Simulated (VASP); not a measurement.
A run of VASP 6.6.1 is set up as follows.

File INCAR:

```
PREC     = Accurate       # precision mode
ENCUT    = 520            # plane-wave cutoff, eV
EDIFF    = 1E-7           # SCF threshold, eV
ISMEAR   = 0              # smearing method
SIGMA    = 0.1            # smearing width, eV
LREAL    = F              # projectors in reciprocal space
LASPH    = T              # aspherical terms in the spheres
NELM     = 150            # most SCF steps
ALGO     = Normal         # electronic algorithm
ISIF     = 2              # what is computed and relaxed
LWAVE    = F              # write WAVECAR
LCHARG   = F              # write CHGCAR
ISPIN    = 2              # spin polarisation
MAGMOM   = 0 0 0 1        # initial moments
LORBIT   = 11             # projections on sites
LMAXMIX  = 4              # l up to which the mixer works
GGA      = PE             # functional
NBANDS   = 25             # bands
```

KPOINTS

```
regular mesh
0
Gamma
  6 6 6
```

File POSCAR:

```
Si3Ru
1.0
    0.0000000000      3.0026663252      3.0026663252
    3.0026663252      0.0000000000      3.0026663252
    3.0026663252      3.0026663252      0.0000000000
Si Ru
3 1
Direct
    0.2500000000      0.2500000000      0.2500000000
    0.7500000000      0.7500000000      0.7500000000
    0.5000000000      0.5000000000      0.5000000000
    0.0000000000      0.0000000000      0.0000000000
```

Potentials or basis: VASP PAW PBE potentials, release 64 (Si, Ru_pv).

Run with:

```bash
$ cat potpaw_PBE.64/Si/POTCAR potpaw_PBE.64/Ru_pv/POTCAR > POTCAR
$ mpirun -np 1 vasp_std > vasp.out
```

Q: Estimate the pressure.

A: 0.1 GPa.

Q: Estimate the net moment.

A: 0.00 μB per cell.
